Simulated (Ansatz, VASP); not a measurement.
This is a calculation of InP for Ansatz 0.2.0.

File input.yaml:

```yaml
crystal:
  lattice:
    - [0.0, 2.8231386496, 2.8231386496]
    - [2.8231386496, 0.0, 2.8231386496]
    - [2.8231386496, 2.8231386496, 0.0]
  atoms:
    - { symbol: In, position: [0.0, 0.0, 0.0] }
    - { symbol: P, position: [0.5, 0.5, 0.5] }
kpoints:
  mp_grid: { grid: [8, 8, 8] }
scf:
  occupations: { method: fermi_dirac, width: 0.05 }
hamiltonian:
  xc: pbe
  pseudopotentials: { kind: all_electron, lapw: { basis_error: 0.0005 } }
output:
  forces: true
  stress: true
  eigenvalues: true
```

Potentials or basis: all-electron LAPW, scalar-relativistic.

Launch:

```bash
$ ansatz run input.yaml --threads 1 --pin off --max-ram 3072MiB --backend cpu --events-out ev --progress --plain --runs-dir out
```

**Question.** Set up the same calculation for VASP 6.6.1. Potentials there: VASP PAW PBE potentials, release 64 (In_d, P).

**Answer.** As run (the cutoff follows the program's own potentials):

The input INCAR:

```
SYSTEM = InP
  ALGO = Normal
  EDIFF = 1E-6
  ENCUT = 520
  GGA = PE
  ISIF = 2
  ISMEAR = -1
  LASPH = .True.
  LCHARG = .True.
  LELF = .True.
  LREAL = .False.
  LVHAR = .True.
  LWAVE = .False.
  NBANDS = 16
  NELM = 80
  PREC = Accurate
  SIGMA = 0.05
```

Contents of KPOINTS:

```
k-points
0
Gamma
  8 8 8
  0 0 0
```

File POSCAR:

```
InP
1.0
    0.0000000000      2.8231386496      2.8231386496
    2.8231386496      0.0000000000      2.8231386496
    2.8231386496      2.8231386496      0.0000000000
In P
1 1
Direct
    0.0000000000      0.0000000000      0.0000000000
    0.5000000000      0.5000000000      0.5000000000
```

Potentials or basis: VASP PAW PBE potentials, release 64 (In_d, P).

Command:

```bash
$ cat potpaw_PBE.64/In_d/POTCAR potpaw_PBE.64/P/POTCAR > POTCAR
$ mpirun -np 1 vasp_std > vasp.out
```

Both were run:

|  | VASP | Ansatz | Ansatz less VASP |
| --- | --- | --- | --- |
| gap on the k mesh at the Fermi level (eV) | none | none | - |
| pressure (GPa) | -3.7 | -3.7 | +0.02 |

A gap of «none» marks a metal or a gap that the smearing closes. Ansatz ran all-electron here, and VASP with PAW potentials.
